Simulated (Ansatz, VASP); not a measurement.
**Two plane-wave programs on SrTiO3**

INCAR

```
PREC = Accurate ; ENCUT = 520
EDIFF = 1E-6 ; ISMEAR = -1
SIGMA = 0.02 ; LREAL = F
LASPH = T ; NELM = 100
ALGO = Normal ; ISIF = 2
LWAVE = F ; LCHARG = F
GGA = PE ; NBANDS = 28
```

Contents of KPOINTS:

```
Automatic mesh
0
Gamma
  6 6 6
```

Contents of POSCAR:

```
SrTiO3
1.0
    4.0240570466      0.0000000000      0.0000000000
    0.0000000000      4.0240570466      0.0000000000
    0.0000000000      0.0000000000      4.0240570466
Sr Ti O
1 1 3
Direct
    0.0000000000      0.0000000000      0.0000000000
    0.5000000000      0.5000000000      0.5000000000
    0.5000000000      0.5000000000      0.0000000000
    0.5000000000      0.0000000000      0.5000000000
    0.0000000000      0.5000000000      0.5000000000
```

Input for Ansatz:

```yaml
crystal:
  lattice:
    - [4.0240570466, 0.0, 0.0]
    - [0.0, 4.0240570466, 0.0]
    - [0.0, 0.0, 4.0240570466]
  atoms:
    - { symbol: Sr, position: [0.0, 0.0, 0.0] }
    - { symbol: Ti, position: [0.5, 0.5, 0.5] }
    - { symbol: O, position: [0.5, 0.5, 0.0] }
    - { symbol: O, position: [0.5, 0.0, 0.5] }
    - { symbol: O, position: [0.0, 0.5, 0.5] }
kpoints:
  mp_grid: { grid: [6, 6, 6] }
  band_path:
    path: [[0.0, 0.0, 0.0], [0.0, 0.5, 0.0], [0.5, 0.5, 0.0], [0.5, 0.5, 0.5]]
    npoints: 1
hamiltonian:
  xc: pbe
scf:
  occupations: { method: fermi_dirac, width: 0.02 }
  n_extra_bands: 5
output:
  forces: true
  stress: true
  eigenvalues: true
```

Change from the starting cell: hydrostatic strain +3.0%.

Alike in both runs: task single point; functional PBE; k mesh 6 × 6 × 6; occupations fermi-dirac, width 0.02 eV; no spin polarisation.

```csv
,VASP,Ansatz
version,VASP 6.6.1,Ansatz 0.2.0
potentials or method,"VASP PAW PBE potentials, release 64 (Sr_sv, Ti_sv, O)","plane waves, PAW"
plane-wave cutoff (eV),520,420
valence electrons in the cell,40,40
```

Ansatz gave:

* gap on the k mesh at the Fermi level (eV): 1.71
* pressure (GPa): -9.7

Question: Which values does VASP return?

Answer: gap on the k mesh at the Fermi level (eV): 1.68; pressure (GPa): -9.2.

The functional is the same, so the differences come from potentials, cutoffs and numerics.
